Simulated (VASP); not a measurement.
A run of VASP 6.6.1 is set up as follows.

INCAR

```
SYSTEM = Te4W
  PREC = Accurate
  ENCUT = 520
  EDIFF = 1E-6
  ISMEAR = 0
  SIGMA = 0.1
  LREAL = .FALSE.
  LASPH = .TRUE.
  NELM = 60
  ALGO = Normal
  ISIF = 2
  LWAVE = .FALSE.
  LCHARG = .TRUE.
  GGA = PE
  LELF = .TRUE.
  LVHAR = .TRUE.
  NBANDS = 27
```

KPOINTS

```
regular mesh
0
G
  6 6 6
  0 0 0
```

Contents of POSCAR:

```
Te4W
1.0
    3.0424421666      1.7565548039      5.5560579920
   -3.0424421666      1.7565548039      5.5560579920
    0.0000000000     -3.5131096078      5.5560579920
Te W
4 1
Direct
    0.5000000000      0.5000000000      0.0000000000
    0.0000000000      0.5000000000      0.5000000000
    0.5000000000      0.0000000000      0.5000000000
    0.5000000000      0.5000000000      0.5000000000
    0.0000000000      0.0000000000      0.0000000000
```

Potentials or basis: VASP PAW PBE potentials, release 64 (Te, W_sv).

Command:

```console
$ cat potpaw_PBE.64/Te/POTCAR potpaw_PBE.64/W_sv/POTCAR > POTCAR
$ mpirun -np 1 vasp_std > vasp.out
```

**Question.** What does it give for the pressure?

**Answer.** -0.1 GPa.

**Question.** What does it give for the band gap on the k mesh?

**Answer.** Zero (bands 19 and 20 overlap by 0.44 eV).

Caveat: spin-orbit coupling is left out, which moves the levels of the heavy elements.
